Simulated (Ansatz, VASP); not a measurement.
# BaBi2O3 in VASP and in Ansatz

```
Ba Bi O
1.0
     6.16593    0.00000    0.00000
    -3.08296    5.33985    0.00000
     0.00000    0.00000    3.54201
Ba Bi O
1 2 3
Direct
  0.00000 0.00000 0.50000
  0.33333 0.66667 0.50000
  0.66667 0.33333 0.50000
  0.50000 0.50000 0.00000
  0.00000 0.50000 0.00000
  0.50000 0.00000 0.00000
```

Alike in both runs: functional PBE; k mesh 6 × 6 × 6; occupations gaussian, width 0.1 eV; no spin polarisation.

Ansatz relaxed the structure, and its values are those at the end. VASP's run is a single point on that final structure, the one shown.

```csv
,VASP,Ansatz
version,VASP 6.6.1,Ansatz 0.2.0
potentials or method,"VASP PAW PBE potentials, release 64 (Ba_sv, Bi_d, O), cutoff 520 eV","scalar-relativistic, plane waves, PAW"
valence electrons in the cell,58,58
```

```tsv
	VASP	Ansatz	Ansatz less VASP
gap on the k mesh at the Fermi level (eV)	none	none	-
pressure (GPa)	0.3	0.0	-0.25
```

A gap of «none» marks a metal or a gap that the smearing closes. The functional is the same, so the differences come from potentials, cutoffs and numerics.

Neither program's run includes spin-orbit coupling.
